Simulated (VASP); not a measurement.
# C (P6_3/mmc) in VASP: a series of runs

Runs on C. Level: PBE. Tasks: single point.

The COD entry that gives the cell may itself be a prediction, so a difference from it is no test against experiment.

All numbers are computed with VASP 6.6.1; they aren't measurements. Logs are shortened: lines on timing, memory, paths and dates and some standing lists are left out, and cuts for length are marked.

**1. The cell of the first run**

The structure is hexagonal, space group P6_3/mmc (No. 194). The conventional cell has a = 2.417 Å, b = 2.417 Å, c = 8.305 Å, α = 90.00°, β = 90.00°, γ = 120.00°. Within 2.0 Å of C (site symmetry 3m) lie 4 C at 1.49 to 1.54 Å. Within 2.0 Å of C (site symmetry 3m) lie 4 C at 1.49 to 1.57 Å.

**2. Single point, PBE (strain -0.0400 x Voigt [1, 1, 0, 0, 0, 0])**

The input, INCAR:

```
PREC = Accurate
ENCUT = 520
EDIFF = 1E-7
ISMEAR = 0
SIGMA = 0.05
LREAL = False
LASPH = True
NELM = 80
ALGO = Normal
ISIF = 2
LWAVE = False
LCHARG = False
GGA = PE
NBANDS = 26
```

The input, KPOINTS:

```
Automatic mesh
0
Gamma
  12 12 4
```

The input, POSCAR:

```
C
1.0
    2.4172977518      0.0000000000      0.0000000000
   -1.2086488759      2.0934412616      0.0000000000
    0.0000000000      0.0000000000      8.3045881819
C
8
Direct
    0.0000000000      0.0000000000      0.0929681641
    0.0000000000      0.0000000000      0.5929681641
    0.0000000000      0.0000000000      0.4070318359
    0.0000000000      0.0000000000      0.9070318359
    0.3333333333      0.6666666667      0.1555285626
    0.6666666667      0.3333333333      0.6555285626
    0.3333333333      0.6666666667      0.3444714374
    0.6666666667      0.3333333333      0.8444714374
```

Potentials or basis: VASP PAW PBE potentials, release 64 (C).

The run is started by

```console
$ cat potpaw_PBE.64/C/POTCAR > POTCAR
$ mpirun -np 1 vasp_std > vasp.out
```

OUTCAR:

```text
PREC = Accurate
   ENCUT = 520
   EDIFF = 1E-7
   ISMEAR = 0
   LREAL = False
   LASPH = True
   NELM = 80
   ISIF = 2
   GGA = PE

 ion  position               nearest neighbor table
   1  0.000  0.000  0.093-   5 1.49   5 1.49   5 1.49   4 1.54
   2  0.000  0.000  0.593-   6 1.49   6 1.49   6 1.49   3 1.54
   3  0.000  0.000  0.407-   7 1.49   7 1.49   7 1.49   2 1.54
   4  0.000  0.000  0.907-   8 1.49   8 1.49   8 1.49   1 1.54
   5  0.333  0.667  0.156-   1 1.49   1 1.49   1 1.49   7 1.57
   6  0.667  0.333  0.656-   2 1.49   2 1.49   2 1.49   8 1.57
   7  0.333  0.667  0.344-   3 1.49   3 1.49   3 1.49   5 1.57
   8  0.667  0.333  0.844-   4 1.49   4 1.49   4 1.49   6 1.57

  LATTYP: Found a hexagonal cell.
 ALAT       =     2.4172977518
 C/A-ratio  =     3.4354841789

  Lattice vectors:

 A1 = (   2.4172977518,   0.0000000000,   0.0000000000)
 A2 = (  -1.2086488759,   2.0934412616,   0.0000000000)
 A3 = (   0.0000000000,   0.0000000000,   8.3045881819)

Analysis of symmetry for initial positions (statically):
=====================================================================
 Subroutine PRICEL returns:
 Original cell was already a primitive cell.

 Routine SETGRP: Setting up the symmetry group for a
 hexagonal supercell.

 Subroutine GETGRP returns: Found 24 space group operations
 (whereof 12 operations were pure point group operations)
 out of a pool of 24 trial point group operations.

The static configuration has the point symmetry D_3d.
 The point group associated with its full space group is D_6h.

Analysis of symmetry for dynamics (positions and initial velocities):
=====================================================================
 Subroutine PRICEL returns:
 Original cell was already a primitive cell.

 Routine SETGRP: Setting up the symmetry group for a
 hexagonal supercell.

 Subroutine GETGRP returns: Found 24 space group operations
 (whereof 12 operations were pure point group operations)
 out of a pool of 24 trial point group operations.

The dynamic configuration has the point symmetry D_3d.
 The point group associated with its full space group is D_6h.

 Subroutine INISYM returns: Found 24 space group operations
 (whereof 12 operations are pure point group operations),
 and found     1 'primitive' translations

----------------------------------------------------------------------------------------

                                     Primitive cell

  volume of cell :      42.0251

  direct lattice vectors                    reciprocal lattice vectors
     2.417297752  0.000000000  0.000000000     0.413685074  0.238841189  0.000000000
    -1.208648876  2.093441262  0.000000000     0.000000000  0.477682378  0.000000000
     0.000000000  0.000000000  8.304588182     0.000000000  0.000000000  0.120415363

  length of vectors
     2.417297752  2.417297752  8.304588182     0.477682378  0.477682378  0.120415363

  position of ions in fractional coordinates (direct lattice)
     0.000000000  0.000000000  0.092968164
     0.000000000  0.000000000  0.592968164
     0.000000000  0.000000000  0.407031836
     0.000000000  0.000000000  0.907031836
     0.333333333  0.666666667  0.155528563
     0.666666667  0.333333333  0.655528563
     0.333333333  0.666666667  0.344471437
     0.666666667  0.333333333  0.844471437

  ion indices of the primitive-cell ions
   primitive index   ion index
                 1           1
                 2           2
                 3           3
                 4           4
                 5           5
                 6           6
                 7           7
                 8           8

----------------------------------------------------------------------------------------

 KPOINTS: Automatic mesh

Automatic generation of k-mesh.
 Grid dimensions read from file:
 generate k-points for:   12   12    4

 Generating k-lattice:

  Cartesian coordinates                     Fractional coordinates (reciprocal lattice)
     0.034473756  0.019903432  0.000000000     0.083333333  0.000000000  0.000000000
     0.000000000  0.039806865  0.000000000     0.000000000  0.083333333  0.000000000
     0.000000000  0.000000000  0.030103841     0.000000000  0.000000000  0.250000000

  Length of vectors
     0.039806865  0.039806865  0.030103841

  Shift w.r.t. Gamma in fractional coordinates (k-lattice)
     0.000000000  0.000000000  0.000000000

 Subroutine IBZKPT returns following result:
 ===========================================

 Found     57 irreducible k-points:

 Following reciprocal coordinates:
            Coordinates               Weight
  0.000000  0.000000  0.000000      1.000000
  0.083333  0.000000  0.000000      6.000000
  0.166667  0.000000  0.000000      6.000000
  0.250000  0.000000  0.000000      6.000000
  0.333333  0.000000  0.000000      6.000000
  0.416667 -0.000000  0.000000      6.000000
[... 16 lines left out ...]
  0.250000  0.000000  0.250000     12.000000
  0.333333  0.000000  0.250000     12.000000
 [... further k-points ...]
   k-points           NKPTS =     57   k-points in BZ     NKDIM =     57   number of bands    NBANDS=     26
   number of dos      NEDOS =    301   number of ions     NIONS =      8
   total plane-waves  NPLWV =  20736
   dimension x,y,z NGX =    18 NGY =   18 NGZ =   64
   dimension x,y,z NGXF=    36 NGYF=   36 NGZF=  128
   ions per type =               8
   NGX,Y,Z   is equivalent  to a cutoff of  12.38, 12.38, 12.81 a.u.
   NGXF,Y,Z  is equivalent  to a cutoff of  24.76, 24.76, 25.62 a.u.
 SYSTEM =  unknown system
   PREC   = accura    normal or accurate (medium, high low for compatibility)
   ISTART =      0    job   : 0-new  1-cont  2-samecut
   ICHARG =      2    charge: 1-file 2-atom 10-const
   ISPIN  =      1    spin polarized calculation?
   LNONCOLLINEAR =      F non collinear calculations
   LSORBIT =      F    spin-orbit coupling
   LASPH  =      T    aspherical Exc in radial PAW
   ENCUT  =  520.0 eV  38.22 Ry    6.18 a.u.   4.49  4.49 15.44*2*pi/ulx,y,z
   NELM   =     80;   NELMIN=  2; NELMDL= -5     # of ELM steps
   EDIFF  = 0.1E-06   stopping-criterion for ELM
   LREAL  =      F    real-space projection
   EDIFFG = 0.1E-05   stopping-criterion for IOM
   NSW    =      0    number of steps for IOM
   IBRION =     -1    ionic relax: 0-MD 1-quasi-New 2-CG
   NFREE  =      0    steps in history (QN), initial steepest desc. (CG)
   ISIF   =      2    stress and relaxation
   ISYM   =      2    0-nonsym 1-usesym 2-fastsym
   POTIM  = 0.5000    time-step for ionic-motion
   TEBEG  =    0.0;   TEEND  =   0.0 temperature during run
   PSTRESS=    0.0 pullay stress
   NELECT =      32.0000    total number of electrons
   NUPDOWN=      -1.0000    fix difference up-down
   EMIN   =  10.00;   EMAX   =-10.00  energy-range for DOS
   EFERMI =   0.00;   METHOD = LEGACY
   ISMEAR =     0;   SIGMA  =   0.05  broadening in eV -4-tet -1-fermi 0-gaus
   EFERMI_NEDOS =   21; number of points for ismear=-14 and -15
   IALGO  =     38    algorithm
   IMIX   =      4    mixing-type and parameters
     AMIX     =   0.40;   BMIX     =  1.00
     AMIX_MAG =   1.60;   BMIX_MAG =  1.00
  volume/ion in A,a.u.               =       5.25        35.45
  Fermi-wavevector in a.u.,A,eV,Ry     =   1.494933  2.825014 30.406648  2.234826
  Thomas-Fermi vector in A             =   2.607143
   LORBIT       =      0    0 simple, 1 ext, 2 COOP (PROOUT), +10 PAW based schemes
   GGA     = PE    functional components
   LHFCALC =     F    Hartree Fock is set to
   AEXX    =    0.0000 exact exchange contribution
   IVDW    =     0    specifies the selected vdW correction
   LEPSILON=     F    determine dielectric tensor
   LRPA    =     F    only Hartree local field effects (RPA)
 non-spin polarized calculation
 Gauss-broadening in eV      SIGMA  =   0.05
  energy-cutoff  :      520.00
  volume of cell :       42.03
 maximum number of plane-waves:      1159
 NGX is ok and might be reduce to    18
   NGX =  9   NGY =  9   NGZ = 31

 number of electron      32.0000000 magnetization

 Free energy of the ion-electron system (eV)
  ---------------------------------------------------
  ext. energy  EPLUGINS =         0.00000000
  ---------------------------------------------------
  free energy    TOTEN  =       -72.00766897 eV

  energy without entropy =      -72.00766897  energy(sigma->0) =      -72.00766897

 E-fermi :  11.2395     XC(G=0): -13.6394

 val. band max:       11.0269291389   @ k =   0.0000   0.0000   0.0000
 cond. band min:      15.5998138029   @ k =   0.0000   0.0000   0.0000
 fundamental gap:      4.5728846639
 Fermi energy:        11.2394971755

 k-point     1 :       0.0000    0.0000    0.0000
  band No.  band energies     occupation
      1     -11.6888      2.00000
      2     -10.0662      2.00000
      3      -9.9517      2.00000
      4      -6.1676      2.00000
      5      -3.3687      2.00000
      6       3.2868      2.00000
[... 18 lines left out ...]
     25      20.2764      0.00000
     26      20.5631      0.00000

 k-point     2 :       0.0833    0.0000    0.0000
  band No.  band energies     occupation
      1     -11.5028      2.00000
      2      -9.8826      2.00000
      3      -9.7689      2.00000
      4      -6.0022      2.00000
      5      -3.1876      2.00000
      6       3.4037      2.00000
[... 18 lines left out ...]
     25      20.5153      0.00000
     26      20.9622      0.00000

 k-point     3 :       0.1667    0.0000    0.0000
  band No.  band energies     occupation
      1     -10.9459      2.00000
      2      -9.3338      2.00000
      3      -9.2224      2.00000
      4      -5.5074      2.00000
      5      -2.6533      2.00000
      6       3.7135      2.00000
[... 572 lines left out ...]
 k-point    23 :       0.2500    0.0000    0.2500
  band No.  band energies     occupation
      1      -9.9194      2.00000
      2      -9.0904      2.00000
      3      -7.4703      2.00000
      4      -5.3198      2.00000
      5      -1.0175      2.00000
      6       2.2363      2.00000
[... 18 lines left out ...]
     25      21.7162      0.00000
     26      23.5143      0.00000

 k-point    24 :       0.3333    0.0000    0.2500
  band No.  band energies     occupation
      1      -8.6466      2.00000
      2      -7.8302      2.00000
      3      -6.2438      2.00000
      4      -4.1649      2.00000
      5      -0.4385      2.00000
      6       0.3952      2.00000
[... 18 lines left out ...]
     25      22.2919      0.00000
     26      23.4456      0.00000

 [... further k-points ...]
[... 5 lines left out ...]
  --------------------------------------------------------------------------------------
  -------------------------------------------------------------------------------------
  Total       16.3708359     16.3708359      1.2033509      0.0000000      0.0000000      0.0000000
  in kB      624.1261934    624.1261935     45.8768770      0.0000000      0.0000000      0.0000000
  external PRESSURE =     431.3764213 kB  Pullay stress =       0.0000000 kB

 VOLUME and BASIS-vectors are now :
 -----------------------------------------------------------------------------
  energy-cutoff  :      520.00
  volume of cell :       42.03
      direct lattice vectors                 reciprocal lattice vectors
     2.417297752  0.000000000  0.000000000     0.413685074  0.238841189  0.000000000
    -1.208648876  2.093441262  0.000000000     0.000000000  0.477682378  0.000000000
     0.000000000  0.000000000  8.304588182     0.000000000  0.000000000  0.120415363

 POSITION                                       TOTAL-FORCE (eV/Angst)
 -----------------------------------------------------------------------------------
      0.00000      0.00000      0.77206        -0.000000     -0.000000     -0.213280
      0.00000      0.00000      4.92436         0.000000      0.000000     -0.213280
      0.00000      0.00000      3.38023        -0.000000      0.000000      0.213280
      0.00000      0.00000      7.53253         0.000000      0.000000      0.213280
     -0.00000      1.39563      1.29160        -0.000000      0.000000      0.306155
      1.20865      0.69781      5.44389         0.000000     -0.000000      0.306155
     -0.00000      1.39563      2.86069        -0.000000      0.000000     -0.306155
      1.20865      0.69781      7.01299         0.000000     -0.000000     -0.306155
 -----------------------------------------------------------------------------------
    total drift:                                0.000000      0.000000      0.000000

  FREE ENERGIE OF THE ION-ELECTRON SYSTEM (eV)
  ---------------------------------------------------
  free  energy   TOTEN  =       -72.0076689749 eV

  energy  without entropy=      -72.0076689749  energy(sigma->0) =      -72.00766897
```

Run time: 65 s. Hardware: 1 thread of Intel Xeon Platinum 8259CL at 2.50GHz (Skylake/Cascade Lake), shared host; peak memory 0.17 GiB.

Results:

```yaml
Free_energy: -72.0077 eV
Pressure: 43.1 GPa
Largest_force: 0.306 eV/Å
Band_gap_on_the_k_mesh: 4.57 eV, direct
```

Forces in eV/Å, atoms in the order of the input:
```
C    0.000  0.000 -0.213
C    0.000  0.000 -0.213
C    0.000  0.000  0.213
C    0.000  0.000  0.213
C    0.000  0.000  0.306
C    0.000  0.000  0.306
C    0.000  0.000 -0.306
C    0.000  0.000 -0.306
```

Caveat: the cell differs from its parent crystal (strain -0.0400 x Voigt [1, 1, 0, 0, 0, 0]). A k mesh can miss the band edges.

**3. Single point, PBE (strain -0.0300 x Voigt [1, 1, 0, 0, 0, 0])**

The input, INCAR:

```
SYSTEM = C
  ALGO = Normal
  EDIFF = 1E-7
  ENCUT = 520
  GGA = PE
  ISIF = 2
  ISMEAR = 0
  LASPH = .True.
  LCHARG = .False.
  LREAL = .False.
  LWAVE = .False.
  NBANDS = 26
  NELM = 60
  PREC = Accurate
  SIGMA = 0.05
```

The input, KPOINTS:

```
k-points
0
Gamma
  12 12 4
  0 0 0
```

POSCAR, as its differences from that of step 2:

```diff
@@ -2,4 +2,4 @@
 1.0
-    2.4172977518      0.0000000000      0.0000000000
-   -1.2086488759      2.0934412616      0.0000000000
+    2.4424779367      0.0000000000      0.0000000000
+   -1.2212389683      2.1152479414      0.0000000000
     0.0000000000      0.0000000000      8.3045881819
```

Potentials or basis: VASP PAW PBE potentials, release 64 (C).

The run is started by

```console
$ cat potpaw_PBE.64/C/POTCAR > POTCAR
$ mpirun -np 1 vasp_std > vasp.out
```

It took 48 s on 1 thread of Intel Xeon Platinum 8259CL at 2.50GHz (Skylake/Cascade Lake), shared host; peak memory 0.17 GiB.

It converged, with:

```
Free energy            : -72.3026 eV
Pressure               : 31.0 GPa
Largest force          : 0.206 eV/Å
Band gap on the k mesh : 4.82 eV, direct
```

Forces in eV/Å, atoms in the order of the input:
```
C    0.000  0.000 -0.134
C    0.000  0.000 -0.134
C    0.000  0.000  0.134
C    0.000  0.000  0.134
C    0.000  0.000  0.206
C    0.000  0.000  0.206
C    0.000  0.000 -0.206
C    0.000  0.000 -0.206
```

Stress tensor (GPa, compression positive):
```
44.79  0.00  0.00
 0.00 44.79  0.00
 0.00  0.00  3.38
```

Levels at points of the mesh, in eV from the valence-band top:
| k point | band 12 | band 13 | band 14 | band 15 | band 16 | band 17 | band 18 | band 19 | band 20 | band 21 |
| --- | --- | --- | --- | --- | --- | --- | --- | --- | --- | --- |
| (0.00, 0.00, 0.00) | -1.63 | -1.63 | -0.29 | 0.00 | 0.00 | 4.82 | 5.78 | 5.78 | 7.53 | 7.53 |
| (0.50, 0.00, 0.00) | -5.21 | -5.12 | -5.07 | -3.95 | -3.25 | 5.17 | 5.30 | 6.40 | 6.41 | 6.48 |
| (0.00, 0.00, 0.50) | -2.50 | -0.60 | -0.60 | -0.60 | -0.60 | 6.50 | 6.50 | 6.50 | 6.50 | 6.73 |
| (0.50, 0.00, 0.50) | -6.15 | -5.00 | -5.00 | -3.91 | -3.91 | 5.47 | 5.47 | 6.80 | 6.80 | 7.68 |

Caveat: the cell differs from its parent crystal (strain -0.0300 x Voigt [1, 1, 0, 0, 0, 0]). A k mesh can miss the band edges.

[end of part 1 of 2]
